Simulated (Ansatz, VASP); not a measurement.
# Two plane-wave programs on Y2Si2F

```
Y Si F
1.0
     4.13361    0.00000    0.00000
    -2.06680    3.57981    0.00000
     0.00000    0.00000    7.97921
Y Si F
2 2 1
Direct
  0.00000 0.00000 0.72397
  0.00000 0.00000 0.27603
  0.33333 0.66667 0.50000
  0.66667 0.33333 0.50000
  0.00000 0.00000 0.00000
```

Alike in both runs: functional PBE; k mesh 6 × 6 × 2; occupations gaussian, width 0.1 eV; no spin polarisation.

Ansatz relaxed the structure, and its values are those at the end. VASP's run is a single point on that final structure, the one shown.

|  | VASP | Ansatz |
| --- | --- | --- |
| version | VASP 6.6.1 | Ansatz 0.2.0 |
| potentials or method | VASP PAW PBE potentials, release 64 (Y_sv, Si, F), cutoff 520 eV | scalar-relativistic, plane waves, PAW |
| valence electrons in the cell | 37 | 37 |

```tsv
	VASP	Ansatz	Ansatz less VASP
gap on the k mesh at the Fermi level (eV)	none	none	-
pressure (GPa)	0.0	0.1	+0.09
```

A gap of «none» marks a metal or a gap that the smearing closes.

The k mesh is coarse, so the values compare programs but aren't converged.
